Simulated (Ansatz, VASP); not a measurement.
Ag: VASP beside Ansatz

```xyz
1
Lattice="0.0000 1.7366 2.0431 1.7366 0.0000 2.0431 1.7366 1.7366 0.0000" Properties=species:S:1:pos:R:3 pbc="T T T"
Ag    0.0000    0.0000    0.0000
```

Change from the starting cell: strain -0.1500 x Voigt [1, 1, 0, 0, 0, 0], atoms carried along.

Alike in both runs: task single point; functional PBE; k mesh 20 × 20 × 20; occupations gaussian, width 0.15 eV; no spin polarisation.

|  | VASP | Ansatz |
| --- | --- | --- |
| version | VASP 6.6.1 | Ansatz 0.2.0 |
| potentials or method | VASP PAW PBE potentials, release 64 (Ag), cutoff 520 eV | scalar-relativistic, plane waves, PAW |
| valence electrons in the cell | 11 | 19 |

|  | VASP | Ansatz | Ansatz less VASP |
| --- | --- | --- | --- |
| gap on the k mesh at the Fermi level (eV) | none | none | - |
| pressure (GPa) | 99.3 | 100.2 | +0.96 |
| traceless stress, the component that is largest in VASP (GPa) | -22.93 | -23.23 | -0.299 |

A gap of «none» marks a metal or a gap that the smearing closes. Both programs put the cell under a high pressure, so it lies far from rest at this level. With one functional, cell and mesh, what is left measures potentials, basis and numerics. VASP's potentials hold 11 valence electrons a cell and Ansatz's 19, so a difference there can come from the potentials and not from the codes.

Noted on VASP's run: the cell as given lies far from equilibrium.
